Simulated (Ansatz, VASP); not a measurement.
# One calculation of Au, two programs

```
Au
1.0
     1.38143   -5.40708    0.00000
     1.38143    5.40708    0.00000
     0.00000    0.00000    5.06551
Au
4
Direct
  0.12977 0.87023 0.00000
  0.62977 0.37023 0.50000
  0.87023 0.12977 0.00000
  0.37023 0.62977 0.50000
```

Alike in both runs: functional PBE; k mesh 6 × 6 × 4; occupations gaussian, width 0.1 eV; no spin polarisation.

Ansatz relaxed the structure, and its values are those at the end. VASP's run is a single point on that final structure, the one shown.

```csv
,VASP,Ansatz
version,VASP 6.6.1,Ansatz 0.2.0
potentials or method,"VASP PAW PBE potentials, release 64 (Au), cutoff 520 eV","scalar-relativistic, plane waves, PAW"
valence electrons in the cell,44,76
```

```tsv
	VASP	Ansatz	Ansatz less VASP
gap on the k mesh at the Fermi level (eV)	none	none	-
pressure (GPa)	-0.2	0.0	+0.22
rms of the force components (eV/Å)	0.004	0.004	-0.0004
```

A gap of «none» marks a metal or a gap that the smearing closes. VASP's potentials hold 44 valence electrons a cell and Ansatz's 76, so a difference there can come from the potentials and not from the codes.

The k mesh is coarse, so the values compare programs but aren't converged. Spin-orbit coupling is off throughout.
